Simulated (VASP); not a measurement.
# AlN in VASP: a series of runs, part 2 of 2

VASP 6.6.1.

## Step 4: Single point, HSE06 (strain -3.0%)

POSCAR reads:

```
AlN
1.0
    0.0000000000      2.1193301204      2.1193301204
    2.1193301204      0.0000000000      2.1193301204
    2.1193301204      2.1193301204      0.0000000000
Al N
1 1
Direct
    0.0000000000      0.0000000000      0.0000000000
    0.2500000000      0.2500000000      0.2500000000
```

INCAR.step1 reads:

```
  PREC = Accurate
  ENCUT = 520
  EDIFF = 1E-5
  ISMEAR = 0
  SIGMA = 0.01
  LREAL = False
  LASPH = True
  NELM = 60
  ALGO = Normal
  ISIF = 2
  LWAVE = True
  LCHARG = False
  NBANDS = 11
  GGA = PE
```

INCAR.step2 reads:

```
  PREC = Accurate
  ENCUT = 520
  EDIFF = 1E-6
  ISMEAR = 0
  SIGMA = 0.01
  LREAL = False
  LASPH = True
  NELM = 60
  ALGO = Normal
  ISIF = 2
  LWAVE = False
  LCHARG = False
  GGA = PE
  LHFCALC = True
  HFSCREEN = 0.2079
  PRECFOCK = Normal
  NBANDS = 11
  ISTART = 1
```

KPOINTS reads:

```
regular mesh
0
Gamma
  8 8 8
```

Potentials or basis: VASP PAW PBE potentials, release 64 (Al, N).

Launch:

```sh
> cat potpaw_PBE.64/Al/POTCAR potpaw_PBE.64/N/POTCAR > POTCAR
> cp INCAR.step1 INCAR
> mpirun -np 1 vasp_std > vasp.out
> cp INCAR.step2 INCAR
> mpirun -np 1 vasp_std > vasp.out
```

OUTCAR:

```text
PREC = Accurate
   ENCUT = 520
   EDIFF = 1E-6
   ISMEAR = 0
   LREAL = False
   LASPH = True
   NELM = 60
   ISIF = 2
   GGA = PE
   LHFCALC = True
   HFSCREEN = 0.2079
   PRECFOCK = Normal
   ISTART = 1

 ion  position               nearest neighbor table
   1  0.000  0.000  0.000-   2 1.84   2 1.84   2 1.84   2 1.84
   2  0.250  0.250  0.250-   1 1.84   1 1.84   1 1.84   1 1.84

  LATTYP: Found a face centered cubic cell.
 ALAT       =     4.2386602408

  Lattice vectors:

 A1 = (   0.0000000000,   2.1193301204,   2.1193301204)
 A2 = (   2.1193301204,   0.0000000000,   2.1193301204)
 A3 = (   2.1193301204,   2.1193301204,   0.0000000000)

Analysis of symmetry for initial positions (statically):
=====================================================================
 Subroutine PRICEL returns:
 Original cell was already a primitive cell.

 Routine SETGRP: Setting up the symmetry group for a
 face centered cubic supercell.

 Subroutine GETGRP returns: Found 24 space group operations
 (whereof 24 operations were pure point group operations)
 out of a pool of 48 trial point group operations.

The static configuration has the point symmetry T_d .

[... 179 lines left out ...]
      2       5.8932      2.00000
      3       5.8932      2.00000
      4       5.8932      2.00000
      5      12.3488      0.00000
      6      21.1147      0.00000
      7      21.1147      0.00000
      8      21.1147      0.00000
      9      26.3003      0.00000
     10      26.3003      0.00000
     11      27.8902      0.00000
[... 309 lines left out ...]
 k-point    24 :      -0.3750    0.2500    0.1250
  band No.  band energies     occupation
      1      -8.2777      2.00000
      2      -0.0304      2.00000
      3       3.3648      2.00000
      4       4.6191      2.00000
      5      14.8268      0.00000
      6      17.6084      0.00000
      7      20.7867      0.00000
      8      21.4161      0.00000
      9      26.3108      0.00000
     10      27.7840      0.00000
     11      31.3530      0.00000

 [... further k-points ...]

------------------------ aborting loop because EDIFF is reached ----------------------------------------

  FORCE on cell =-STRESS in cart. coord.  units (eV):
  Direction    XX          YY          ZZ          XY          YZ          ZX
  --------------------------------------------------------------------------------------
  -------------------------------------------------------------------------------------
  Total        2.6305528      2.6305528      2.6305528      0.0000000      0.0000000      0.0000000
  in kB      221.3766358    221.3766358    221.3766358      0.0000000      0.0000000      0.0000000
  external PRESSURE =     221.3766358 kB  Pullay stress =       0.0000000 kB

 VOLUME and BASIS-vectors are now :
 -----------------------------------------------------------------------------
  energy-cutoff  :      520.00
  volume of cell :       19.04
      direct lattice vectors                 reciprocal lattice vectors
     0.000000000  2.119330120  2.119330120    -0.235923604  0.235923604  0.235923604
     2.119330120  0.000000000  2.119330120     0.235923604 -0.235923604  0.235923604
     2.119330120  2.119330120  0.000000000     0.235923604  0.235923604 -0.235923604

 POSITION                                       TOTAL-FORCE (eV/Angst)
 -----------------------------------------------------------------------------------
      0.00000      0.00000      0.00000         0.000000      0.000000      0.000000
      1.05967      1.05967      1.05967        -0.000000     -0.000000     -0.000000
 -----------------------------------------------------------------------------------
    total drift:                               -0.000000     -0.000000     -0.000000

  FREE ENERGIE OF THE ION-ELECTRON SYSTEM (eV)
  ---------------------------------------------------
  free  energy   TOTEN  =       -17.2830143751 eV

  energy  without entropy=      -17.2830143751  energy(sigma->0) =      -17.28301438
```

OUTCAR.step1:

```text
PREC = Accurate
   ENCUT = 520
   EDIFF = 1E-5
   ISMEAR = 0
   LREAL = False
[... 559 lines left out ...]
      0.00000      0.00000      0.00000        -0.000000     -0.000000     -0.000000
      1.05967      1.05967      1.05967         0.000000      0.000000      0.000000
 -----------------------------------------------------------------------------------
    total drift:                                0.000000      0.000000      0.000000

  FREE ENERGIE OF THE ION-ELECTRON SYSTEM (eV)
  ---------------------------------------------------
  free  energy   TOTEN  =       -14.6693906550 eV

  energy  without entropy=      -14.6693906550  energy(sigma->0) =      -14.66939065
```

Wall time 11 min (1 thread of Intel Xeon 6975P-C (Granite Rapids), shared host); peak memory 0.25 GiB.

Results:

```
Free energy            : -17.2830 eV
Pressure               : 22.1 GPa
Band gap on the k mesh : 4.64 eV (least direct gap 6.46 eV)
```

Caveat: the cell differs from its parent crystal (strain -3.0%); the cell stands under pressure; the PAW data sets were made with another functional, which shifts forces and pressure a little.

## Step 5: Summary

| level | cell | k mesh | grid for exact exchange (PRECFOCK) | share of exact exchange | screening parameter | gap on the mesh (eV) | pressure (GPa) |
| --- | --- | --- | --- | --- | --- | --- | --- |
| r2SCAN | a = 3.173 Å, angles 58.3°, 2 atoms, atomic positions A | 10 × 10 × 10 | - | - | - | 3.77 | -7.9 |
| r2SCAN | a = 3.090, b = 3.090, c = 3.067 Å, angles 60.2, 60.2, 60.5°, 2 atoms, atomic positions B | 10 × 10 × 10 | - | - | - | 3.86 | -0.4 |
| HSE06 | a = 2.997 Å, angles 60.0°, 2 atoms, atomic positions B | 8 × 8 × 8 | Normal | 0.25 | 0.2079 1/Å | 4.64 | 22.1 |

Alike in all rows: task single point; potentials or basis VASP PAW PBE potentials, release 64 (Al, N); no spin polarisation; cutoff (eV) 520; smearing gaussian 0.01 eV.

Caveats: the PAW data sets were made with another functional, which shifts forces and pressure a little; the cell stands under tension (at least some runs); the cell stands under pressure (at least some runs).

Absolute energies hang on the potentials; compare differences alone.
